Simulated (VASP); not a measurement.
Set up this calculation in VASP 6.6.1, as the native input.

```yaml
Task: single point
Functional: LDA
Potentials_or_basis: VASP PAW LDA potentials, release 64 (Hg, Te)
Cutoff: 520 eV
k_mesh: 8 × 8 × 8
Occupations: fermi-dirac, width 0.1 eV
Spin: no spin polarisation
Dipole_correction: no
Further_INCAR_settings: ALGO = Normal; EDIFF = 1e-07; NBANDS = 16
```

The structure of HgTe lies in POSCAR:

```
HgTe
1.0
   -3.1053358708      3.1053358708      1.5899944314
    3.1053358708     -3.1053358708      1.5899944314
    3.1053358708      3.1053358708     -1.5899944314
Hg Te
1 1
Direct
    0.2500000000      0.7500000000      0.5000000000
    0.0000000000      0.0000000000      0.0000000000
```

The input as run:

INCAR

```
SYSTEM = HgTe
PREC = Accurate ; ENCUT = 520
EDIFF = 1E-7 ; ISMEAR = -1
SIGMA = 0.1 ; LREAL = .False.
LASPH = .True. ; NELM = 60
ALGO = Normal ; ISIF = 2
LWAVE = .False. ; LCHARG = .False.
GGA = CA ; NBANDS = 16
```

KPOINTS

```
Automatic mesh
0
Gamma
  8 8 8
  0 0 0
```

Potentials or basis: VASP PAW LDA potentials, release 64 (Hg, Te).

The run is started by

```bash
$ cat potpaw_LDA.64/Hg/POTCAR potpaw_LDA.64/Te/POTCAR > POTCAR
$ mpirun -np 1 vasp_std > vasp.out
```

Results of the run:

| Property | Result |
| --- | --- |
| Pressure | -6.6 GPa |
| Band gap on the k mesh | zero (bands 9 and 10 overlap by 2.69 eV) |

Caveat: the cell stands under tension; spin-orbit coupling is left out, which moves the levels of the heavy elements.

Run time: 80 s on 1 thread of Intel Xeon 8259CL (shared host), peak memory 0.21 GiB.
